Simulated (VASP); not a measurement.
# Ga: single point with r2SCAN

Crystal: Ga.

```
Ga
1.0
    -1.65708    1.65708    1.65708
     1.65708   -1.65708    1.65708
     1.65708    1.65708   -1.65708
Ga
1
Cartesian
  0.0000 0.0000 0.0000
```

* Program: VASP 6.6.1
* Task: single point
* Functional: r2SCAN
* Potentials or basis: VASP PAW PBE potentials, release 64 (Ga_d)
* Cutoff: 520 eV
* k mesh: 13 × 13 × 13
* Occupations: fermi-dirac, width 0.1 eV
* Spin: no spin polarisation

- Pressure: 0.1 GPa

Levels at points of the mesh, in eV from the Fermi level:
```
           k point  band 2  band 3  band 4  band 5  band 6  band 7  band 8  band 9  band 10  band 11
(0.00, 0.00, 0.00)  -15.55  -15.55  -15.33  -15.33  -11.98   13.77   13.77   13.77    18.27    18.27
```

Wall time 39 s on 1 thread of Intel(R) Xeon(R) Platinum 8259CL CPU @ 2.50GHz (Skylake/Cascade Lake) (shared host), peak memory 0.15 GiB.

Caveat: the PAW data sets were made with another functional, which shifts forces and pressure a little.
